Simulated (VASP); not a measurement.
# PbSe (I4mm) in VASP: single point with PBE

Aim: the single point of PbSe with PBE.

All numbers are computed with VASP 6.6.1; they aren't measurements. Logs are shortened: lines on timing, memory, paths and dates and some standing lists are left out, and cuts for length are marked.

## Step 1: The cell of the first run

Symmetry: I4mm, No. 107, tetragonal system. Conventional cell: a = 4.331 Å, b = 4.331 Å, c = 6.124 Å, α = 90.00°, β = 90.00°, γ = 90.00°. Within 3.9 Å of Pb (site symmetry 4mm) lie 6 Se at 2.96 to 3.16 Å. Se (site symmetry 4mm) has 6 Pb at 2.96 to 3.16 Å within 3.9 Å.

## Step 2: Single point, PBE (atom 2 (Se) moved by (+0.000, -0.100) A along [1 1 0] and z)

INCAR

```
SYSTEM = PbSe
PREC = Accurate ; ENCUT = 520
EDIFF = 1E-7 ; ISMEAR = 0
SIGMA = 0.03 ; LREAL = .FALSE.
LASPH = .TRUE. ; NELM = 80
ALGO = Normal ; ISIF = 2
LWAVE = .FALSE. ; LCHARG = .TRUE.
GGA = PE ; LELF = .TRUE.
LVHAR = .TRUE. ; NBANDS = 17
```

KPOINTS

```
regular mesh
0
G
  10 10 10
  0 0 0
```

POSCAR

```
PbSe
1.0
    0.0000000000      3.0621500000      3.0621500000
    3.0621500000      0.0000000000      3.0621500000
    3.0621500000      3.0621500000      0.0000000000
Pb Se
1 1
Direct
    0.0000000000      0.0000000000      0.0000000000
    0.4836716033      0.4836716033      0.5163283967
```

Potentials or basis: VASP PAW PBE potentials, release 64 (Pb_d, Se).

Started as:

```console
> cat potpaw_PBE.64/Pb_d/POTCAR potpaw_PBE.64/Se/POTCAR > POTCAR
> mpirun -np 1 vasp_std > vasp.out
```

OUTCAR:

```text
SYSTEM = PbSe
   PREC = Accurate
   ENCUT = 520
   EDIFF = 1E-7
   ISMEAR = 0
   LREAL = .FALSE.
   LASPH = .TRUE.
   NELM = 80
   ISIF = 2
   GGA = PE

 ion  position               nearest neighbor table
   1  0.000  0.000  0.000-   2 2.96   2 3.06   2 3.06   2 3.06   2 3.06   2 3.16
   2  0.484  0.484  0.516-   1 2.96   1 3.06   1 3.06   1 3.06   1 3.06   1 3.16

  LATTYP: Found a face centered cubic cell.
 ALAT       =     6.1243000000

  Lattice vectors:

 A1 = (   0.0000000000,   3.0621500000,   3.0621500000)
 A2 = (   3.0621500000,   0.0000000000,   3.0621500000)
 A3 = (   3.0621500000,   3.0621500000,   0.0000000000)

Analysis of symmetry for initial positions (statically):
=====================================================================
 Subroutine PRICEL returns:
 Original cell was already a primitive cell.

 Routine SETGRP: Setting up the symmetry group for a
 face centered cubic supercell.

 Subroutine GETGRP returns: Found  8 space group operations
 (whereof  8 operations were pure point group operations)
 out of a pool of 48 trial point group operations.

The static configuration has the point symmetry C_4v.

Analysis of symmetry for dynamics (positions and initial velocities):
=====================================================================
 Subroutine PRICEL returns:
 Original cell was already a primitive cell.

 Routine SETGRP: Setting up the symmetry group for a
 face centered cubic supercell.

 Subroutine GETGRP returns: Found  8 space group operations
 (whereof  8 operations were pure point group operations)
 out of a pool of 48 trial point group operations.

The dynamic configuration has the point symmetry C_4v.

 Subroutine INISYM returns: Found  8 space group operations
 (whereof  8 operations are pure point group operations),
 and found     1 'primitive' translations

----------------------------------------------------------------------------------------

                                     Primitive cell

  volume of cell :      57.4261

  direct lattice vectors                    reciprocal lattice vectors
     0.000000000  3.062150000  3.062150000    -0.163283967  0.163283967  0.163283967
     3.062150000  0.000000000  3.062150000     0.163283967 -0.163283967  0.163283967
     3.062150000  3.062150000  0.000000000     0.163283967  0.163283967 -0.163283967

  length of vectors
     4.330534060  4.330534060  4.330534060     0.282816127  0.282816127  0.282816127

  position of ions in fractional coordinates (direct lattice)
     0.000000000  0.000000000  0.000000000
     0.483671603  0.483671603  0.516328397

  ion indices of the primitive-cell ions
   primitive index   ion index
                 1           1
                 2           2

----------------------------------------------------------------------------------------

 KPOINTS: regular mesh

Automatic generation of k-mesh.
 Grid dimensions read from file:
 generate k-points for:   10   10   10

 Generating k-lattice:

  Cartesian coordinates                     Fractional coordinates (reciprocal lattice)
    -0.016328397  0.016328397  0.016328397     0.100000000  0.000000000  0.000000000
     0.016328397 -0.016328397  0.016328397     0.000000000  0.100000000  0.000000000
     0.016328397  0.016328397 -0.016328397     0.000000000  0.000000000  0.100000000

  Length of vectors
     0.028281613  0.028281613  0.028281613

  Shift w.r.t. Gamma in fractional coordinates (k-lattice)
     0.000000000  0.000000000  0.000000000

 Subroutine IBZKPT returns following result:
 ===========================================

 Found    102 irreducible k-points:

 Following reciprocal coordinates:
            Coordinates               Weight
  0.000000  0.000000  0.000000      1.000000
  0.100000  0.000000  0.000000      8.000000
  0.200000  0.000000  0.000000      8.000000
  0.300000  0.000000  0.000000      8.000000
  0.400000  0.000000  0.000000      8.000000
  0.500000  0.000000  0.000000      4.000000
[... 16 lines left out ...]
 -0.100000  0.100000  0.000000      4.000000
  0.000000 -0.100000  0.100000      8.000000
 [... further k-points ...]
   k-points           NKPTS =    102   k-points in BZ     NKDIM =    102   number of bands    NBANDS=     17
   number of dos      NEDOS =    301   number of ions     NIONS =      2
   total plane-waves  NPLWV =  32768
   dimension x,y,z NGX =    32 NGY =   32 NGZ =   32
   dimension x,y,z NGXF=    64 NGYF=   64 NGZF=   64
   ions per type =               1   1
   NGX,Y,Z   is equivalent  to a cutoff of  12.28, 12.28, 12.28 a.u.
   NGXF,Y,Z  is equivalent  to a cutoff of  24.57, 24.57, 24.57 a.u.
 SYSTEM =  PbSe
   PREC   = accura    normal or accurate (medium, high low for compatibility)
   ISTART =      0    job   : 0-new  1-cont  2-samecut
   ICHARG =      2    charge: 1-file 2-atom 10-const
   ISPIN  =      1    spin polarized calculation?
   LNONCOLLINEAR =      F non collinear calculations
   LSORBIT =      F    spin-orbit coupling
   LASPH  =      T    aspherical Exc in radial PAW
   ENCUT  =  520.0 eV  38.22 Ry    6.18 a.u.   8.05  8.05  8.05*2*pi/ulx,y,z
   NELM   =     80;   NELMIN=  2; NELMDL= -5     # of ELM steps
   EDIFF  = 0.1E-06   stopping-criterion for ELM
   LREAL  =      F    real-space projection
   EDIFFG = 0.1E-05   stopping-criterion for IOM
   NSW    =      0    number of steps for IOM
   IBRION =     -1    ionic relax: 0-MD 1-quasi-New 2-CG
   NFREE  =      0    steps in history (QN), initial steepest desc. (CG)
   ISIF   =      2    stress and relaxation
   ISYM   =      2    0-nonsym 1-usesym 2-fastsym
   POTIM  = 0.5000    time-step for ionic-motion
   TEBEG  =    0.0;   TEEND  =   0.0 temperature during run
   PSTRESS=    0.0 pullay stress
   NELECT =      20.0000    total number of electrons
   NUPDOWN=      -1.0000    fix difference up-down
   EMIN   =  10.00;   EMAX   =-10.00  energy-range for DOS
   EFERMI =   0.00;   METHOD = LEGACY
   ISMEAR =     0;   SIGMA  =   0.03  broadening in eV -4-tet -1-fermi 0-gaus
   EFERMI_NEDOS =   21; number of points for ismear=-14 and -15
   IALGO  =     38    algorithm
   IMIX   =      4    mixing-type and parameters
     AMIX     =   0.40;   BMIX     =  1.00
     AMIX_MAG =   1.60;   BMIX_MAG =  1.00
  volume/ion in A,a.u.               =      28.71       193.77
  Fermi-wavevector in a.u.,A,eV,Ry     =   1.151812  2.176610 18.050462  1.326672
  Thomas-Fermi vector in A             =   2.288467
   LORBIT       =      0    0 simple, 1 ext, 2 COOP (PROOUT), +10 PAW based schemes
   GGA     = PE    functional components
   LHFCALC =     F    Hartree Fock is set to
   AEXX    =    0.0000 exact exchange contribution
   IVDW    =     0    specifies the selected vdW correction
   LEPSILON=     F    determine dielectric tensor
   LRPA    =     F    only Hartree local field effects (RPA)
 non-spin polarized calculation
 Gauss-broadening in eV      SIGMA  =   0.03
  energy-cutoff  :      520.00
  volume of cell :       57.43
 maximum number of plane-waves:      1572
   NGX = 17   NGY = 17   NGZ = 17

 number of electron      19.9999999 magnetization

 Free energy of the ion-electron system (eV)
  ---------------------------------------------------
  ext. energy  EPLUGINS =         0.00000000
  ---------------------------------------------------
  free energy    TOTEN  =        -8.17526554 eV

  energy without entropy =       -8.17526554  energy(sigma->0) =       -8.17526554

 E-fermi :   5.1819     XC(G=0):  -9.5210

 val. band max:        4.9923681405   @ k =   0.5000   0.0000   0.0000
 cond. band min:       5.4141545432   @ k =   0.5000   0.0000   0.0000
 fundamental gap:      0.4217864026
 Fermi energy:         5.1819367808

 k-point     1 :       0.0000    0.0000    0.0000
  band No.  band energies     occupation
      1     -11.7787      2.00000
      2     -11.7767      2.00000
      3     -11.7767      2.00000
      4     -11.7745      2.00000
      5     -11.7742      2.00000
      6      -8.5423      2.00000
[... 9 lines left out ...]
     16      11.6336      0.00000
     17      13.2298      0.00000

 k-point     2 :       0.1000    0.0000    0.0000
  band No.  band energies     occupation
      1     -11.7784      2.00000
      2     -11.7775      2.00000
      3     -11.7768      2.00000
      4     -11.7735      2.00000
      5     -11.7731      2.00000
      6      -8.4661      2.00000
[... 9 lines left out ...]
     16      11.8312      0.00000
     17      14.0148      0.00000

 k-point     3 :       0.2000    0.0000    0.0000
  band No.  band energies     occupation
      1     -11.7839      2.00000
      2     -11.7834      2.00000
      3     -11.7762      2.00000
      4     -11.7660      2.00000
      5     -11.7650      2.00000
      6      -8.2493      2.00000
[... 9 lines left out ...]
     16      12.3824      0.00000
     17      15.4599      0.00000

 k-point     4 :       0.3000    0.0000    0.0000
  band No.  band energies     occupation
      1     -11.7916      2.00000
      2     -11.7908      2.00000
      3     -11.7753      2.00000
      4     -11.7560      2.00000
      5     -11.7548      2.00000
      6      -7.9345      2.00000
[... 9 lines left out ...]
     16      13.2487      0.00000
     17      16.8363      0.00000
[... 343 lines left out ...]
      1     -11.7890      2.00000
      2     -11.7854      2.00000
      3     -11.7760      2.00000
      4     -11.7658      2.00000
      5     -11.7575      2.00000
      6      -8.0889      2.00000
[... 9 lines left out ...]
     16      13.5449      0.00000
     17      14.9779      0.00000

 k-point    23 :      -0.1000    0.1000    0.0000
  band No.  band energies     occupation
      1     -11.7810      2.00000
      2     -11.7806      2.00000
      3     -11.7760      2.00000
      4     -11.7721      2.00000
      5     -11.7674      2.00000
      6      -8.3423      2.00000
[... 9 lines left out ...]
     16      12.5806      0.00000
     17      14.0910      0.00000

 k-point    24 :       0.0000   -0.1000    0.1000
  band No.  band energies     occupation
      1     -11.7816      2.00000
      2     -11.7790      2.00000
      3     -11.7777      2.00000
      4     -11.7729      2.00000
      5     -11.7659      2.00000
      6      -8.3420      2.00000
[... 9 lines left out ...]
     16      12.5708      0.00000
     17      14.0898      0.00000

 [... further k-points ...]
[... 5 lines left out ...]
  --------------------------------------------------------------------------------------
  -------------------------------------------------------------------------------------
  Total        0.8357004      0.8357004      0.9885743      0.0000000     -0.0000000      0.0000000
  in kB       23.3158805     23.3158805     27.5810331      0.0000000     -0.0000000      0.0000000
  external PRESSURE =      24.7375980 kB  Pullay stress =       0.0000000 kB

 VOLUME and BASIS-vectors are now :
 -----------------------------------------------------------------------------
  energy-cutoff  :      520.00
  volume of cell :       57.43
      direct lattice vectors                 reciprocal lattice vectors
     0.000000000  3.062150000  3.062150000    -0.163283967  0.163283967  0.163283967
     3.062150000  0.000000000  3.062150000     0.163283967 -0.163283967  0.163283967
     3.062150000  3.062150000  0.000000000     0.163283967  0.163283967 -0.163283967

 POSITION                                       TOTAL-FORCE (eV/Angst)
 -----------------------------------------------------------------------------------
      0.00000      0.00000      0.00000         0.000000      0.000000     -0.079490
      3.06215      3.06215      2.96215         0.000000      0.000000      0.079490
 -----------------------------------------------------------------------------------
    total drift:                               -0.000000     -0.000000     -0.000062

  FREE ENERGIE OF THE ION-ELECTRON SYSTEM (eV)
  ---------------------------------------------------
  free  energy   TOTEN  =        -8.1752655385 eV

  energy  without entropy=       -8.1752655385  energy(sigma->0) =       -8.17526554
```

Wall time 57 s (1 thread of AMD EPYC 9R45 (Zen 5), shared host); peak memory 0.22 GiB.

Results:

```yaml
Free_energy: -8.1753 eV
Pressure: 2.5 GPa
Largest_force: 0.079 eV/Å
Band_gap_on_the_k_mesh: 0.42 eV, direct
```

Forces in eV/Å, atoms in the order of the input:
```
Pb   0.000  0.000 -0.079
Se   0.000  0.000  0.079
```

Stress tensor (GPa, compression positive):
```
2.33 0.00 0.00
0.00 2.33 0.00
0.00 0.00 2.76
```

Caveat: the cell differs from its parent crystal (atom 2 (Se) moved by (+0.000, -0.100) A along [1 1 0] and z); spin-orbit coupling is left out, which moves the levels of the heavy elements.
